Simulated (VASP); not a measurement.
A run of VASP 6.6.1 is set up as follows.

The input INCAR:

```
PREC = Accurate
ENCUT = 520
EDIFF = 1E-8
ISMEAR = -1
SIGMA = 0.08
LREAL = False
LASPH = True
NELM = 100
ALGO = Normal
ISIF = 2
LWAVE = False
LCHARG = False
GGA = PE
LEFG = True
NBANDS = 16
```

The input KPOINTS:

```
Automatic mesh
0
Gamma
  12 12 12
```

The input POSCAR:

```
HgTe
1.0
    0.0000000000      2.9215000000      2.9215000000
    2.9215000000      0.0000000000      2.9215000000
    2.9215000000      2.9215000000      0.0000000000
Hg Te
1 1
Direct
    0.0000000000      0.0000000000      0.0000000000
    0.5205373952      0.5205373952      0.4794626048
```

Potentials or basis: VASP PAW PBE potentials, release 64 (Hg, Te).

The run is started by

```bash
$ cat potpaw_PBE.64/Hg/POTCAR potpaw_PBE.64/Te/POTCAR > POTCAR
$ mpirun -np 1 vasp_std > vasp.out
```

(1) Estimate the pressure.

(2) Predict the largest force.

Answers

(1) 11.1 GPa.

(2) 0.517 eV/Å.

Caveat: the cell differs from its parent crystal (atom 2 (Te) moved by [0.0, 0.0, 0.12] A); without QUAD_EFG the Cq values of the log hold for a quadrupole moment of 1 mb, not for the nuclei.
